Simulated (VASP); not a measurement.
Here is a VASP 6.6.1 calculation.

The input POSCAR:

```
KCl
1.0
    0.0000000000      3.0298560000      3.2823440000
    3.0298560000      0.0000000000      3.2823440000
    3.0298560000      3.0298560000      0.0000000000
K Cl
1 1
Direct
    0.0000000000      0.0000000000      0.0000000000
    0.5000000000      0.5000000000      0.5000000000
```

INCAR.step1

```
SYSTEM = KCl
ALGO = Normal
EDIFF = 1E-5
ENCUT = 550
GGA = PE
GGA_COMPAT = .False.
ISMEAR = 0
LASPH = .True.
LCHARG = .False.
LREAL = .False.
LWAVE = .True.
NBANDS = 15
NELM = 120
PREC = Accurate
SIGMA = 0.05
```

File INCAR.step2:

```
SYSTEM = KCl
ALGO = Normal
EDIFF = 1E-6
ENCUT = 550
GGA_COMPAT = .False.
ISIF = 2
ISMEAR = 0
ISTART = 1
LASPH = .True.
LCHARG = .True.
LELF = .True.
LMIXTAU = .True.
LREAL = .False.
LVHAR = .True.
LWAVE = .False.
METAGGA = R2SCAN
NBANDS = 15
NELM = 120
PREC = Accurate
SIGMA = 0.05
```

Contents of KPOINTS:

```
k-points
0
Gamma
  6 6 6
  0 0 0
```

Potentials or basis: VASP PAW PBE potentials, release 64 (K_sv, Cl).

The run is started by

```console
$ cat potpaw_PBE.64/K_sv/POTCAR potpaw_PBE.64/Cl/POTCAR > POTCAR
$ cp INCAR.step1 INCAR
$ mpirun -np 1 vasp_std > vasp.out
$ cp INCAR.step2 INCAR
$ mpirun -np 1 vasp_std > vasp.out
```

Q: What does it give for the band gap on the k mesh?

A: 5.89 eV.

Q: Predict the pressure.

A: 1.1 GPa.

Stress tensor (GPa, compression positive):
```
 2.24  0.00  0.00
 0.00  2.24  0.00
 0.00  0.00 -1.17
```

Caveat: the cell differs from its parent crystal (strain -0.040 along x and y, +0.040 along z); the PAW data sets were made with another functional, which shifts forces and pressure a little.
